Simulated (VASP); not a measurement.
Here is a VASP 6.6.1 calculation.

The input INCAR:

```
SYSTEM = LiH
ALGO = Normal
EDIFF = 1E-6
ENCUT = 520
GGA = PE
ISIF = 2
ISMEAR = 0
LASPH = .TRUE.
LCHARG = .FALSE.
LREAL = .FALSE.
LWAVE = .FALSE.
NBANDS = 9
NELM = 60
PREC = Accurate
SIGMA = 0.01
```

File KPOINTS:

```
k-points
0
G
  8 8 8
  0 0 0
```

The input POSCAR:

```
LiH
1.0
    0.0000000000      1.9984726907      1.9984726907
    1.9984726907      0.0000000000      1.9984726907
    1.9984726907      1.9984726907      0.0000000000
Li H
1 1
Direct
    0.0000000000      0.0000000000      0.0000000000
    0.5000000000      0.5000000000      0.5000000000
```

Potentials or basis: VASP PAW PBE potentials, release 64 (Li_sv, H).

Command:

```sh
$ cat potpaw_PBE.64/Li_sv/POTCAR potpaw_PBE.64/H/POTCAR > POTCAR
$ mpirun -np 1 vasp_std > vasp.out
```

Question: What does it give for the band gap on the k mesh?

Answer: 2.97 eV, direct.

 A k mesh can miss the band edges.
